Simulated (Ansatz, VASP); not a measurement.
## GaN in VASP and in Ansatz

```
CELL_PARAMETERS angstrom
0.00000 2.22770 2.22770
2.22770 0.00000 2.22770
2.22770 2.22770 0.00000
ATOMIC_POSITIONS crystal
Ga 0.00000 0.00000 0.00000
N 0.75000 0.75000 0.75000
```

Alike in both runs: functional LDA; k mesh 10 × 10 × 10; occupations gaussian, width 0.02 eV; no spin polarisation.

Ansatz relaxed the structure, and its values are those at the end. VASP's run is a single point on that final structure, the one shown.

```csv
,VASP,Ansatz
version,VASP 6.6.1,Ansatz 0.2.0
potentials or method,"VASP PAW LDA potentials, release 64 (Ga_d, N), cutoff 520 eV","scalar-relativistic, plane waves, PAW"
valence electrons in the cell,18,18
```

```csv
,VASP,Ansatz,Ansatz less VASP
gap on the k mesh at the Fermi level (eV),1.97,1.96,-0.017
least direct gap on the mesh (eV),1.97,1.96,-0.017
pressure (GPa),1.1,0.0,-1.13
```

LDA's correlation is that of Perdew and Zunger in VASP and of Perdew and Wang (1992) in Ansatz.
